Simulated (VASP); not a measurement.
# Mg4CdS3 in VASP: a series of runs

Runs on Mg4CdS3. Level: PBE. Tasks: single point, relaxation of cell and atoms.

Everything below comes from runs of VASP 6.6.1. Logs are shortened: lines on timing, memory, paths and dates and some standing lists are left out, and cuts for length are marked.

### 1 The cell of the first run

Symmetry: P-3m1, No. 164, trigonal system. Conventional cell: a = 3.634 Å, b = 3.634 Å, c = 13.889 Å, α = 90.00°, β = 90.00°, γ = 120.00°. Mg (site symmetry 3m) has 6 S at 2.59 to 2.61 Å and 1 Mg at 3.12 Å within 3.4 Å. Mg (site symmetry 3m) has 3 S at 2.62 Å and 3 Cd at 3.12 Å and 7 Mg at 3.12 to 3.63 Å within 3.7 Å. Within 4.1 Å of Cd (site symmetry -3m) lie 6 Mg at 3.12 Å and 6 Cd at 3.63 Å. Within 3.4 Å of S (site symmetry 3m) lie 6 Mg at 2.61 to 2.62 Å. Within 3.4 Å of S (site symmetry -3m) lie 6 Mg at 2.59 Å.

### 2 Single point, PBE

Contents of INCAR:

```
PREC     = Accurate       # precision mode
ENCUT    = 520            # plane-wave cutoff, eV
EDIFF    = 1E-7           # SCF threshold, eV
ISMEAR   = 0              # smearing method
SIGMA    = 0.2            # smearing width, eV
LREAL    = False          # projectors in reciprocal space
LASPH    = True           # aspherical terms in the spheres
NELM     = 80             # most SCF steps
ALGO     = Normal         # electronic algorithm
ISIF     = 2              # what is computed and relaxed
LWAVE    = False          # write WAVECAR
LCHARG   = False          # write CHGCAR
GGA      = PE             # functional
NBANDS   = 29             # bands
```

Contents of KPOINTS:

```
regular mesh
0
Gamma
  5 5 2
```

Contents of POSCAR:

```
Mg4CdS3
1.0
    3.6343842110      0.0000000000      0.0000000000
   -1.8171921055      3.1474690539      0.0000000000
    0.0000000000      0.0000000000     13.8891931499
Mg Cd S
4 1 3
Direct
    0.3333333333      0.6666666667      0.6091368672
    0.6666666667      0.3333333333      0.3908631328
    0.6666666667      0.3333333333      0.1661667837
    0.3333333333      0.6666666667      0.8338332163
    0.0000000000      0.0000000000      0.0000000000
    0.6666666667      0.3333333333      0.7213364118
    0.3333333333      0.6666666667      0.2786635882
    0.0000000000      0.0000000000      0.5000000000
```

Potentials or basis: VASP PAW PBE potentials, release 64 (Mg, Cd, S).

Run with:

```
cat potpaw_PBE.64/Mg/POTCAR potpaw_PBE.64/Cd/POTCAR potpaw_PBE.64/S/POTCAR > POTCAR
mpirun -np 1 vasp_std > vasp.out
```

OUTCAR:

```text
PREC = Accurate
   ENCUT = 520
   EDIFF = 1E-7
   ISMEAR = 0
   LREAL = False
   LASPH = True
   NELM = 80
   ISIF = 2
   GGA = PE

 ion  position               nearest neighbor table
   1  0.333  0.667  0.609-   8 2.59   8 2.59   8 2.59   6 2.61   6 2.61   6 2.61   4 3.12
   2  0.667  0.333  0.391-   8 2.59   8 2.59   8 2.59   7 2.61   7 2.61   7 2.61   3 3.12
   3  0.667  0.333  0.166-   7 2.62   7 2.62   7 2.62   5 3.12   5 3.12   5 3.12   2 3.12
   4  0.333  0.667  0.834-   6 2.62   6 2.62   6 2.62   5 3.12   5 3.12   5 3.12   1 3.12
   5  0.000  0.000  0.000-   3 3.12   4 3.12   3 3.12   4 3.12   3 3.12   4 3.12
   6  0.667  0.333  0.721-   1 2.61   1 2.61   1 2.61   4 2.62   4 2.62   4 2.62
   7  0.333  0.667  0.279-   2 2.61   2 2.61   2 2.61   3 2.62   3 2.62   3 2.62
   8  0.000  0.000  0.500-   1 2.59   2 2.59   2 2.59   1 2.59   2 2.59   1 2.59

  LATTYP: Found a hexagonal cell.
 ALAT       =     3.6343842110
 C/A-ratio  =     3.8216083781

  Lattice vectors:

 A1 = (   3.6343842110,   0.0000000000,   0.0000000000)
 A2 = (  -1.8171921055,   3.1474690539,   0.0000000000)
 A3 = (   0.0000000000,   0.0000000000,  13.8891931499)

Analysis of symmetry for initial positions (statically):
=====================================================================
 Subroutine PRICEL returns:
 Original cell was already a primitive cell.

 Routine SETGRP: Setting up the symmetry group for a
 hexagonal supercell.

 Subroutine GETGRP returns: Found 12 space group operations
 (whereof 12 operations were pure point group operations)
 out of a pool of 24 trial point group operations.

The static configuration has the point symmetry D_3d.

Analysis of symmetry for dynamics (positions and initial velocities):
=====================================================================
 Subroutine PRICEL returns:
 Original cell was already a primitive cell.

 Routine SETGRP: Setting up the symmetry group for a
 hexagonal supercell.

 Subroutine GETGRP returns: Found 12 space group operations
 (whereof 12 operations were pure point group operations)
 out of a pool of 24 trial point group operations.

The dynamic configuration has the point symmetry D_3d.

 Subroutine INISYM returns: Found 12 space group operations
 (whereof 12 operations are pure point group operations),
 and found     1 'primitive' translations

----------------------------------------------------------------------------------------

                                     Primitive cell

  volume of cell :     158.8800

  direct lattice vectors                    reciprocal lattice vectors
     3.634384211  0.000000000  0.000000000     0.275149776  0.158857797  0.000000000
    -1.817192105  3.147469054  0.000000000     0.000000000  0.317715594  0.000000000
     0.000000000  0.000000000 13.889193150     0.000000000  0.000000000  0.071998423

  length of vectors
     3.634384211  3.634384211 13.889193150     0.317715594  0.317715594  0.071998423

  position of ions in fractional coordinates (direct lattice)
     0.333333333  0.666666667  0.609136867
     0.666666667  0.333333333  0.390863133
     0.666666667  0.333333333  0.166166784
     0.333333333  0.666666667  0.833833216
     0.000000000  0.000000000  0.000000000
     0.666666667  0.333333333  0.721336412
     0.333333333  0.666666667  0.278663588
     0.000000000  0.000000000  0.500000000

  ion indices of the primitive-cell ions
   primitive index   ion index
                 1           1
                 2           2
                 3           3
                 4           4
                 5           5
                 6           6
                 7           7
                 8           8

----------------------------------------------------------------------------------------

 KPOINTS: regular mesh

Automatic generation of k-mesh.
 Grid dimensions read from file:
 generate k-points for:    5    5    2

 Generating k-lattice:

  Cartesian coordinates                     Fractional coordinates (reciprocal lattice)
     0.055029955  0.031771559  0.000000000     0.200000000  0.000000000  0.000000000
     0.000000000  0.063543119  0.000000000     0.000000000  0.200000000  0.000000000
     0.000000000  0.000000000  0.035999211     0.000000000  0.000000000  0.500000000

  Length of vectors
     0.063543119  0.063543119  0.035999211

  Shift w.r.t. Gamma in fractional coordinates (k-lattice)
     0.000000000  0.000000000  0.000000000

 Subroutine IBZKPT returns following result:
 ===========================================

 Found     10 irreducible k-points:

 Following reciprocal coordinates:
            Coordinates               Weight
  0.000000  0.000000  0.000000      1.000000
  0.200000  0.000000  0.000000      6.000000
  0.400000 -0.000000  0.000000      6.000000
  0.200000  0.200000  0.000000      6.000000
  0.400000  0.200000  0.000000      6.000000
  0.000000  0.000000  0.500000      1.000000
  0.200000  0.000000  0.500000      6.000000
  0.400000 -0.000000  0.500000      6.000000
  0.200000  0.200000  0.500000      6.000000
  0.400000  0.200000  0.500000      6.000000
   k-points           NKPTS =     10   k-points in BZ     NKDIM =     10   number of bands    NBANDS=     29
   number of dos      NEDOS =    301   number of ions     NIONS =      8
   total plane-waves  NPLWV =  84672
   dimension x,y,z NGX =    28 NGY =   28 NGZ =  108
   dimension x,y,z NGXF=    56 NGYF=   56 NGZF=  216
   ions per type =               4   1   3
   NGX,Y,Z   is equivalent  to a cutoff of  12.81, 12.81, 12.93 a.u.
   NGXF,Y,Z  is equivalent  to a cutoff of  25.62, 25.62, 25.85 a.u.
 SYSTEM =  unknown system
   PREC   = accura    normal or accurate (medium, high low for compatibility)
   ISTART =      0    job   : 0-new  1-cont  2-samecut
   ICHARG =      2    charge: 1-file 2-atom 10-const
   ISPIN  =      1    spin polarized calculation?
   LNONCOLLINEAR =      F non collinear calculations
   LSORBIT =      F    spin-orbit coupling
   LASPH  =      T    aspherical Exc in radial PAW
   ENCUT  =  520.0 eV  38.22 Ry    6.18 a.u.   6.76  6.76 25.82*2*pi/ulx,y,z
   NELM   =     80;   NELMIN=  2; NELMDL= -5     # of ELM steps
   EDIFF  = 0.1E-06   stopping-criterion for ELM
   LREAL  =      F    real-space projection
   EDIFFG = 0.1E-05   stopping-criterion for IOM
   NSW    =      0    number of steps for IOM
   IBRION =     -1    ionic relax: 0-MD 1-quasi-New 2-CG
   NFREE  =      0    steps in history (QN), initial steepest desc. (CG)
   ISIF   =      2    stress and relaxation
   ISYM   =      2    0-nonsym 1-usesym 2-fastsym
   POTIM  = 0.5000    time-step for ionic-motion
   TEBEG  =    0.0;   TEEND  =   0.0 temperature during run
   PSTRESS=    0.0 pullay stress
   NELECT =      38.0000    total number of electrons
   NUPDOWN=      -1.0000    fix difference up-down
   EMIN   =  10.00;   EMAX   =-10.00  energy-range for DOS
   EFERMI =   0.00;   METHOD = LEGACY
   ISMEAR =     0;   SIGMA  =   0.20  broadening in eV -4-tet -1-fermi 0-gaus
   EFERMI_NEDOS =   21; number of points for ismear=-14 and -15
   IALGO  =     38    algorithm
   IMIX   =      4    mixing-type and parameters
     AMIX     =   0.40;   BMIX     =  1.00
     AMIX_MAG =   1.60;   BMIX_MAG =  1.00
  volume/ion in A,a.u.               =      19.86       134.02
  Fermi-wavevector in a.u.,A,eV,Ry     =   1.016201  1.920341 14.050251  1.032664
  Thomas-Fermi vector in A             =   2.149531
   LORBIT       =      0    0 simple, 1 ext, 2 COOP (PROOUT), +10 PAW based schemes
   GGA     = PE    functional components
   LHFCALC =     F    Hartree Fock is set to
   AEXX    =    0.0000 exact exchange contribution
   IVDW    =     0    specifies the selected vdW correction
   LEPSILON=     F    determine dielectric tensor
   LRPA    =     F    only Hartree local field effects (RPA)
 non-spin polarized calculation
 Gauss-broadening in eV      SIGMA  =   0.20
  energy-cutoff  :      520.00
  volume of cell :      158.88
 maximum number of plane-waves:      4311
 NGX is ok and might be reduce to    28
   NGX = 13   NGY = 13   NGZ = 51

 number of electron      38.0000001 magnetization

 Free energy of the ion-electron system (eV)
  ---------------------------------------------------
  ext. energy  EPLUGINS =         0.00000000
  ---------------------------------------------------
  free energy    TOTEN  =       -27.22990532 eV

  energy without entropy =      -27.21573432  energy(sigma->0) =      -27.22281982

 E-fermi :   4.0986     XC(G=0):  -9.4439

 val. band max:        3.8646585735   @ k =   0.2000   0.2000   0.5000
 cond. band min:       4.3317057085   @ k =   0.4000  -0.0000   0.5000
 fundamental gap:      0.4670471350
 Fermi energy:         4.0986119374

 k-point     1 :       0.0000    0.0000    0.0000
  band No.  band energies     occupation
      1     -10.1659      2.00000
      2      -9.6656      2.00000
      3      -9.2922      2.00000
      4      -4.3336      2.00000
      5      -4.2182      2.00000
      6      -4.2182      2.00000
[... 21 lines left out ...]
     28      10.5125      0.00000
     29      10.5280      0.00000

 k-point     2 :       0.2000    0.0000    0.0000
  band No.  band energies     occupation
      1      -9.8358      2.00000
      2      -9.3779      2.00000
      3      -9.0624      2.00000
      4      -4.3040      2.00000
      5      -4.2331      2.00000
      6      -4.1885      2.00000
[... 21 lines left out ...]
     28      10.1150      0.00000
     29      10.2432      0.00000

 k-point     3 :       0.4000   -0.0000    0.0000
  band No.  band energies     occupation
      1      -9.1244      2.00000
      2      -8.8143      2.00000
      3      -8.6847      2.00000
      4      -4.3886      2.00000
      5      -4.3170      2.00000
      6      -4.1555      2.00000
[... 190 lines left out ...]
      5      -4.2351      2.00000
      6      -4.2172      2.00000
[... 21 lines left out ...]
     28       9.6328      0.00000
     29       9.9070      0.00000

 k-point    10 :       0.4000    0.2000    0.5000
  band No.  band energies     occupation
      1      -8.8377      2.00000
      2      -8.6199      2.00000
      3      -8.5856      2.00000
      4      -4.3401      2.00000
      5      -4.2547      2.00000
      6      -4.2171      2.00000
[... 21 lines left out ...]
     28       8.9424      0.00000
     29       9.5074      0.00000

------------------------ aborting loop because EDIFF is reached ----------------------------------------

  FORCE on cell =-STRESS in cart. coord.  units (eV):
  Direction    XX          YY          ZZ          XY          YZ          ZX
  --------------------------------------------------------------------------------------
  -------------------------------------------------------------------------------------
  Total       -0.2806901     -0.2806901     -0.1932574     -0.0000000      0.0000000      0.0000000
  in kB       -2.8305334     -2.8305334     -1.9488459     -0.0000000      0.0000000      0.0000000
  external PRESSURE =      -2.5366375 kB  Pullay stress =       0.0000000 kB

 VOLUME and BASIS-vectors are now :
 -----------------------------------------------------------------------------
  energy-cutoff  :      520.00
  volume of cell :      158.88
      direct lattice vectors                 reciprocal lattice vectors
     3.634384211  0.000000000  0.000000000     0.275149776  0.158857797  0.000000000
    -1.817192105  3.147469054  0.000000000     0.000000000  0.317715594  0.000000000
     0.000000000  0.000000000 13.889193150     0.000000000  0.000000000  0.071998423

 POSITION                                       TOTAL-FORCE (eV/Angst)
 -----------------------------------------------------------------------------------
     -0.00000      2.09831      8.46042         0.000000      0.000000      0.011651
      1.81719      1.04916      5.42877         0.000000     -0.000000     -0.011651
      1.81719      1.04916      2.30792         0.000000      0.000000      0.039067
     -0.00000      2.09831     11.58127         0.000000      0.000000     -0.039067
      0.00000      0.00000      0.00000         0.000000      0.000000      0.000000
      1.81719      1.04916     10.01878        -0.000000      0.000000      0.003902
     -0.00000      2.09831      3.87041        -0.000000      0.000000     -0.003902
      0.00000      0.00000      6.94460         0.000000      0.000000      0.000000
 -----------------------------------------------------------------------------------
    total drift:                               -0.000000      0.000000     -0.000000

  FREE ENERGIE OF THE ION-ELECTRON SYSTEM (eV)
  ---------------------------------------------------
  free  energy   TOTEN  =       -27.2299053191 eV

  energy  without entropy=      -27.2157343212  energy(sigma->0) =      -27.22281982
```

Wall time 1.8 min (1 thread of Intel Xeon 8259CL, shared host); peak memory 0.29 GiB.

What came out:

```
Free energy            : -27.2299 eV
Pressure               : -0.3 GPa
Largest force          : 0.039 eV/Å
Band gap on the k mesh : 0.47 eV (least direct gap 0.56 eV)
```

Forces on the atoms (eV/Å):
```
Mg   0.000  0.000  0.012
Mg   0.000  0.000 -0.012
Mg   0.000  0.000  0.039
Mg   0.000  0.000 -0.039
Cd   0.000  0.000  0.000
S    0.000  0.000  0.004
S    0.000  0.000 -0.004
S    0.000  0.000  0.000
```

Stress tensor (GPa, compression positive):
```
-0.28  0.00  0.00
 0.00 -0.28  0.00
 0.00  0.00 -0.19
```

Levels at points of the mesh, in eV from the valence-band top:
```csv
k point,band 17,band 18,band 19,band 20,band 21,band 22
"(0.00, 0.00, 0.00)",-1.45,-1.45,-0.84,2.04,3.39,3.46
"(0.00, 0.00, 0.50)",-1.45,-1.45,-1.44,2.85,3.00,3.39
```

Caveat: an odd mesh through Γ misses points on the zone boundary, where band edges can lie.

### 3 Single point, PBE

INCAR: that of step 2 with these lines changed.

```diff
@@ -7,3 +7,3 @@
 LASPH    = True           # aspherical terms in the spheres
-NELM     = 80             # most SCF steps
+NELM     = 60             # most SCF steps
 ALGO     = Normal         # electronic algorithm
```

Contents of KPOINTS:

```
regular mesh
0
Gamma
  6 6 2
```

Contents of POSCAR:

```
Mg4CdS3
1.0
    3.6291906607      0.0000000000      0.0000000000
   -1.8145953304      3.1429713073      0.0000000000
    0.0000000000      0.0000000000     13.9112186225
Mg Cd S
4 1 3
Direct
    0.3333333333      0.6666666667      0.6091236499
    0.6666666667      0.3333333333      0.3908763501
    0.6666666667      0.3333333333      0.1665279906
    0.3333333333      0.6666666667      0.8334720094
    1.0000000000      1.0000000000      0.0000000000
    0.6666666667      0.3333333333      0.7213090520
    0.3333333333      0.6666666667      0.2786909480
    0.0000000000      1.0000000000      0.5000000000
```

Potentials or basis: VASP PAW PBE potentials, release 64 (Mg, Cd, S).

Run with:

```
cat potpaw_PBE.64/Mg/POTCAR potpaw_PBE.64/Cd/POTCAR potpaw_PBE.64/S/POTCAR > POTCAR
mpirun -np 1 vasp_std > vasp.out
```

OUTCAR:

```text
PREC = Accurate
   ENCUT = 520
   EDIFF = 1E-7
   ISMEAR = 0
   LREAL = False
   LASPH = True
   NELM = 60
   ISIF = 2
   GGA = PE

 ion  position               nearest neighbor table
   1  0.333  0.667  0.609-   8 2.59   8 2.59   8 2.59   6 2.61   6 2.61   6 2.61   4 3.12
   2  0.667  0.333  0.391-   8 2.59   8 2.59   8 2.59   7 2.61   7 2.61   7 2.61   3 3.12
   3  0.667  0.333  0.167-   7 2.61   7 2.61   7 2.61   2 3.12   5 3.12   5 3.12   5 3.12
[... 653 lines left out ...]
  Total        0.1145534      0.1145534     -0.4230862     -0.0000000      0.0000000      0.0000000
  in kB        1.1566529      1.1566529     -4.2719290     -0.0000000      0.0000000      0.0000000
  external PRESSURE =      -0.6528744 kB  Pullay stress =       0.0000000 kB

 VOLUME and BASIS-vectors are now :
 -----------------------------------------------------------------------------
  energy-cutoff  :      520.00
  volume of cell :      158.68
      direct lattice vectors                 reciprocal lattice vectors
     3.629190661  0.000000000  0.000000000     0.275543528  0.159085130  0.000000000
    -1.814595330  3.142971307  0.000000000     0.000000000  0.318170261  0.000000000
     0.000000000  0.000000000 13.911218622     0.000000000  0.000000000  0.071884428

 POSITION                                       TOTAL-FORCE (eV/Angst)
 -----------------------------------------------------------------------------------
     -0.00000      2.09531      8.47365         0.000000     -0.000000     -0.001965
      1.81460      1.04766      5.43757         0.000000      0.000000      0.001965
      1.81460      1.04766      2.31661         0.000000      0.000000      0.007524
     -0.00000      2.09531     11.59461         0.000000     -0.000000     -0.007524
      0.00000      0.00000      0.00000        -0.000000      0.000000     -0.000000
      1.81460      1.04766     10.03429        -0.000000     -0.000000      0.029845
     -0.00000      2.09531      3.87693        -0.000000      0.000000     -0.029845
      0.00000      0.00000      6.95561        -0.000000      0.000000     -0.000000
 -----------------------------------------------------------------------------------
    total drift:                               -0.000000      0.000000     -0.000000

  FREE ENERGIE OF THE ION-ELECTRON SYSTEM (eV)
  ---------------------------------------------------
  free  energy   TOTEN  =       -27.1327695595 eV

  energy  without entropy=      -27.1007265657  energy(sigma->0) =      -27.11674806
```

stdout:

```text
POSCAR found type information on POSCAR MgCdS
 POSCAR found :  3 types and       8 ions
 scaLAPACK will be used
 LDA part: xc-table for (Slater+PW92), standard interpolation
 POSCAR, INCAR and KPOINTS ok, starting setup
 FFT: planning ... GRIDC
 FFT: planning ... GRID_SOFT
 FFT: planning ... GRID
 WAVECAR not read
 entering main loop
```

Run time: 2.6 min. Hardware: 1 thread of Intel Xeon 8259CL, shared host; peak memory 0.3 GiB.

What came out:

```
Free energy            : -27.1328 eV
Pressure               : -0.1 GPa
Largest force          : 0.030 eV/Å
Band gap on the k mesh : zero (bands 19 and 20 overlap by 0.06 eV)
```

Forces on the atoms (eV/Å):
```
Mg   0.000  0.000 -0.002
Mg   0.000  0.000  0.002
Mg   0.000  0.000  0.008
Mg   0.000  0.000 -0.008
Cd   0.000  0.000  0.000
S    0.000  0.000  0.030
S    0.000  0.000 -0.030
S    0.000  0.000  0.000
```

Levels at points of the mesh, in eV from the Fermi level:
```
           k point  band 16  band 17  band 18  band 19  band 20  band 21  band 22  band 23
(0.00, 0.00, 0.00)    -1.86    -1.74    -1.74    -1.15     1.74     3.11     3.18     4.27
(0.50, 0.00, 0.00)    -2.77    -2.49    -2.21    -1.29     0.30     1.53     1.86     2.91
(0.00, 0.00, 0.50)    -1.86    -1.75    -1.74    -1.74     2.55     2.71     3.11     4.00
(0.50, 0.00, 0.50)    -2.77    -2.49    -2.13    -1.40     0.02     2.12     2.23     2.75
```

Caveat: semilocal functionals underestimate gaps, so a narrow gap can read as zero.

(Continued in part 2 of 2.)
